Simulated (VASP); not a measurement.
# HCl in VASP: notebook, part 2 of 2

VASP 6.6.1.

## (3) Relaxation of the atoms, PBE

Contents of INCAR:

```
ALGO = Normal
EDIFF = 1E-6
EDIFFG = -0.3
ENCUT = 520
GGA = PE
IBRION = 2
ISIF = 2
ISMEAR = -1
LASPH = True
LCHARG = False
LREAL = Auto
LWAVE = False
NELM = 60
NSW = 35
PREC = Accurate
SIGMA = 0.02
```

Contents of KPOINTS:

```
k-points
0
Gamma
  1 1 1
```

Contents of POSCAR:

```
HCl
1.0
    9.2661270000      0.0000000000      0.0000000000
    0.0000000000      9.2661270000      0.0000000000
    0.0000000000      0.0000000000      9.2661270000
Cl H
12 12
Direct
    0.0271088000      0.6004450000      0.1132826000
    0.0513406000      0.6333101000      0.6768375000
    0.4272074000      0.5525696000     -0.0174505000
    0.4673428000      0.9715972000      0.5747086000
    0.0616606000      0.1972508000      0.1097582000
    0.6466399000      0.1458512000      1.0348782000
    0.9250911000      0.9502825000      0.5312801000
    0.7039942000      0.6077108000      0.6608491000
    0.2334216000      0.8589941000      0.1600501000
    0.3080699000      0.5844606000      0.4725056000
    0.9109316000      0.9662930000      0.9216834000
    0.9526599000      0.3300911000      0.4966133000
    0.0222490000      0.6176682000     -0.0236884000
    0.0965009000      0.5216251000      0.7444268000
    0.5434756000      0.4983914000      0.0338110000
    0.4664319000      0.9657767000      0.4366991000
    0.0783361000      0.1884789000     -0.0270858000
    0.7224400000      0.1616938000      0.9204899000
    1.0046573000      0.9922563000      0.4264530000
    0.7703206000      0.6989091000      0.5810681000
    0.3619934000      0.9039045000      0.1369486000
    0.3245055000      0.5989991000      0.3361244000
    1.0196817000      0.9439921000      1.0038868000
    0.8888051000      0.3866989000      0.3879881000
```

Potentials or basis: VASP PAW PBE potentials, release 64 (Cl, H).

Launch:

```sh
$ cat potpaw_PBE.64/Cl/POTCAR potpaw_PBE.64/H/POTCAR > POTCAR
$ mpirun -np 1 vasp_gam > vasp.out
```

OUTCAR:

```text
EDIFF = 1E-6
   EDIFFG = -0.3
   ENCUT = 520
   GGA = PE
   IBRION = 2
   ISIF = 2
   ISMEAR = -1
   LASPH = True
   LREAL = Auto
   NELM = 60
   NSW = 35
   PREC = Accurate

 ion  position               nearest neighbor table
   1  0.027  0.600  0.113-  13 1.28
   2  0.051  0.633  0.677-  14 1.28
   3  0.427  0.553  0.983-  15 1.28
   4  0.467  0.972  0.575-  16 1.28
   5  0.062  0.197  0.110-  17 1.28
   6  0.647  0.146  0.035-  18 1.28
[... 16 lines left out ...]
  23  0.020  0.944  0.004-  11 1.28
  24  0.889  0.387  0.388-  12 1.28

  LATTYP: Found a simple cubic cell.
 ALAT       =     9.2661270000

  Lattice vectors:

 A1 = (   9.2661270000,   0.0000000000,   0.0000000000)
 A2 = (   0.0000000000,   9.2661270000,   0.0000000000)
[... 493 lines left out ...]
  ext. energy  EPLUGINS =         0.00000000
  ---------------------------------------------------
  free energy    TOTEN  =       -73.60566644 eV

  energy without entropy =      -73.60566644  energy(sigma->0) =      -73.60566644

 E-fermi :  -3.8627     XC(G=0):  -5.2130

 val. band max:       -4.3525584395   @ k =   0.0000   0.0000   0.0000
 cond. band min:       0.6138748882   @ k =   0.0000   0.0000   0.0000
 fundamental gap:      4.9664333276
 Fermi energy:        -3.8626596766

 k-point     1 :       0.0000    0.0000    0.0000
  band No.  band energies     occupation
      1     -18.6726      2.00000
      2     -18.5981      2.00000
      3     -18.4968      2.00000
      4     -18.4459      2.00000
      5     -18.3432      2.00000
      6     -18.2727      2.00000
[... 52 lines left out ...]
     59       3.0809      0.00000
     60       3.2178      0.00000
 [bands above 60 left out]

------------------------ aborting loop because EDIFF is reached ----------------------------------------

  FORCE on cell =-STRESS in cart. coord.  units (eV):
  Direction    XX          YY          ZZ          XY          YZ          ZX
  --------------------------------------------------------------------------------------
  -------------------------------------------------------------------------------------
  Total        0.7354459      2.6908512      1.3616981     -0.5747405      0.0412724     -0.3020765
  in kB        1.4810393      5.4188298      2.7421845     -1.1574110      0.0831142     -0.6083210
  external PRESSURE =       3.2140179 kB  Pullay stress =       0.0000000 kB
[... 39 lines left out ...]
  FREE ENERGIE OF THE ION-ELECTRON SYSTEM (eV)
  ---------------------------------------------------
  free  energy   TOTEN  =       -73.6056664447 eV

  energy  without entropy=      -73.6056664447  energy(sigma->0) =      -73.60566644

 reached required accuracy - stopping structural energy minimisation
```

OSZICAR:

```text
N       E                     dE             d eps       ncg     rms          rms(c)
DAV:   1     0.940719007590E+03    0.94072E+03   -0.40175E+04   122   0.130E+03
DAV:   2     0.799748468305E+02   -0.86074E+03   -0.82999E+03   167   0.246E+02
DAV:   3    -0.706476088215E+02   -0.15062E+03   -0.15011E+03   148   0.116E+02
[... 240 lines left out ...]
DAV:   4    -0.736056638365E+02    0.49698E-04   -0.34858E-04   148   0.646E-02    0.620E-02
DAV:   5    -0.736056664268E+02   -0.25903E-05   -0.48164E-05   140   0.269E-02    0.164E-02
DAV:   6    -0.736056676498E+02   -0.12229E-05   -0.22495E-06   116   0.690E-03    0.987E-03
DAV:   7    -0.736056664290E+02    0.12208E-05   -0.27880E-06   108   0.666E-03    0.514E-03
DAV:   8    -0.736056664447E+02   -0.15712E-07   -0.17519E-06    76   0.470E-03
  21 F= -.73605666E+02 E0= -.73605666E+02  d E =-.737631E-02
```

CONTCAR:

```text
HCl
   1.00000000000000
     9.2661269999999991    0.0000000000000000    0.0000000000000000
     0.0000000000000000    9.2661269999999991    0.0000000000000000
     0.0000000000000000    0.0000000000000000    9.2661269999999991
  Cl              H
    12    12
Direct
     0.9963144441668257    0.5900246400479588    0.1097908697998292
     0.0755555653487008    0.6455107397345826    0.7462650699990521
     0.4303813221258920    0.5541145959098971    0.9890121364828299
     0.4680960664149256    0.9802519342493928    0.5784601047629272
     0.0880990966636494    0.2258080892959447    0.1203816140606937
     0.6169365797192979    0.1779398803992816    0.0355262312316611
[... 16 lines left out ...]
     0.0149788511669275    0.9382435384869245    0.0021630137961198
     0.8868676456039051    0.3937627432397163    0.3885444926219560

  0.00000000E+00  0.00000000E+00  0.00000000E+00
  0.00000000E+00  0.00000000E+00  0.00000000E+00
  0.00000000E+00  0.00000000E+00  0.00000000E+00
  0.00000000E+00  0.00000000E+00  0.00000000E+00
  0.00000000E+00  0.00000000E+00  0.00000000E+00
  0.00000000E+00  0.00000000E+00  0.00000000E+00
[... 16 lines left out ...]
  0.00000000E+00  0.00000000E+00  0.00000000E+00
  0.00000000E+00  0.00000000E+00  0.00000000E+00
```

Wall time 32 min (1 thread of Intel Xeon 8259CL, shared host); peak memory 0.74 GiB.

Results:

```yaml
Free_energy: -73.6057 eV
Energy_gained_by_relaxing: 37.4 meV/atom
Ionic_steps: 21
Pressure_after_relaxing: 0.3 GPa
Largest_force_after_relaxing: 0.260 eV/Å
```

Forces on the atoms (eV/Å):
```
Cl  -0.129  0.097  0.189
Cl   0.075  0.015 -0.036
Cl   0.060 -0.022  0.063
Cl  -0.009  0.063 -0.058
Cl   0.063 -0.069  0.181
Cl  -0.141  0.075  0.112
Cl  -0.014 -0.046 -0.087
Cl  -0.049 -0.086  0.072
Cl   0.013  0.029  0.021
Cl   0.004 -0.040 -0.036
Cl  -0.003  0.229  0.122
Cl   0.008  0.053 -0.003
H    0.001 -0.067 -0.034
H    0.033 -0.118 -0.098
H   -0.037 -0.031 -0.065
H   -0.019 -0.024  0.102
H   -0.007 -0.020 -0.201
H    0.104 -0.100 -0.067
H   -0.019 -0.031 -0.014
H    0.112  0.072 -0.062
H    0.024  0.068 -0.066
H   -0.030 -0.025 -0.075
H   -0.049 -0.056  0.021
H    0.008  0.033  0.020
```

Step by step:
```
step  energy change (eV)  largest force (eV/Å)  pressure (GPa)
   1              0.0000                1.0006            0.95
   2             -0.1085                0.9340            0.30
   3             -0.1091                0.9726            0.25
   4             -0.1847                0.8919            0.25
   5             -0.3716                0.7418            0.24
   6             -0.5862                0.9803            0.19
   7             -0.3450                3.0224           -0.05
   8             -0.6156                1.3532            0.15
   9             -0.6847                1.1066            0.58
  10             -0.7077                0.3334            0.42
  11             -0.7278                0.3557            0.39
  12             -0.7658                0.5427            0.29
  13             -0.7240                1.3250            0.03
  14             -0.7713                0.6937            0.23
  15             -0.7772                0.6811            0.23
  16             -0.7939                0.6447            0.21
  17             -0.8214                0.5733            0.17
  18             -0.8471                1.0302            0.06
  19             -0.8692                0.7891            0.13
  20             -0.8910                0.3260            0.31
  21             -0.8984                0.2597            0.32
```

Final structure:
```
CELL_PARAMETERS angstrom
9.26613 0.00000 0.00000
0.00000 9.26613 0.00000
0.00000 0.00000 9.26613
ATOMIC_POSITIONS crystal
Cl 0.99631 0.59002 0.10979
Cl 0.07556 0.64551 0.74627
Cl 0.43038 0.55411 0.98901
Cl 0.46810 0.98025 0.57846
Cl 0.08810 0.22581 0.12038
Cl 0.61694 0.17794 0.03553
Cl 0.92069 0.94243 0.52314
Cl 0.67240 0.61370 0.65200
Cl 0.25558 0.86130 0.17254
Cl 0.33085 0.57821 0.45163
Cl 0.92254 0.92487 0.89842
Cl 0.95339 0.31634 0.48261
H 0.01400 0.62552 0.97485
H 0.09978 0.51049 0.72647
H 0.54645 0.48779 0.02757
H 0.46438 0.96398 0.44049
H 0.07653 0.19238 0.98688
H 0.71211 0.15436 0.93763
H 0.00362 0.98917 0.42199
H 0.76671 0.69239 0.58808
H 0.36942 0.92425 0.12391
H 0.32917 0.59442 0.31377
H 0.01498 0.93824 0.00216
H 0.88687 0.39376 0.38854
```

Caveat: the k points lie up to 0.68 Å⁻¹ apart; the relaxation stopped at a loose force limit of 0.3 eV/Å, so its end isn't a converged minimum.
